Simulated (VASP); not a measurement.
GaB2, 6 atoms in the cell. Symmetry: Immm, No. 71, orthorhombic system. Conventional cell: a = 3.530 Å, b = 3.560 Å, c = 5.566 Å, α = 90.00°, β = 90.00°, γ = 90.00°. Within 2.7 Å of Ga (site symmetry mmm) lie 10 B at 2.01 to 2.62 Å. B (site symmetry mm2) has 1 B at 1.55 Å and 1 Ga at 2.01 Å within 2.1 Å. 

* Program: VASP 6.6.1
* Task: single point
* Functional: PBE
* Potentials or basis: VASP PAW PBE potentials, release 64 (Ga_d, B)
* Cutoff: 500 eV
* k mesh: 4 × 4 × 6
* Occupations: gaussian, width 0.1 eV
* Spin: no spin polarisation
* Dipole correction: no
* Further INCAR settings: ALGO = Normal; EDIFF = 1e-06; NBANDS = 28

Potentials or basis: VASP PAW PBE potentials, release 64 (Ga_d, B).

Command:

```bash
$ cat potpaw_PBE.64/Ga_d/POTCAR potpaw_PBE.64/B/POTCAR > POTCAR
$ mpirun -np 1 vasp_std > vasp.out
```

Hardware: 1 thread of Intel(R) Xeon(R) 6975P-C (Granite Rapids), on a shared host.

Estimate the wall time of this run.

Wall time 26 s on 1 thread of Intel(R) Xeon(R) 6975P-C (Granite Rapids) (shared host), peak memory 0.2 GiB. Counts: scf iterations 13, k points 36.
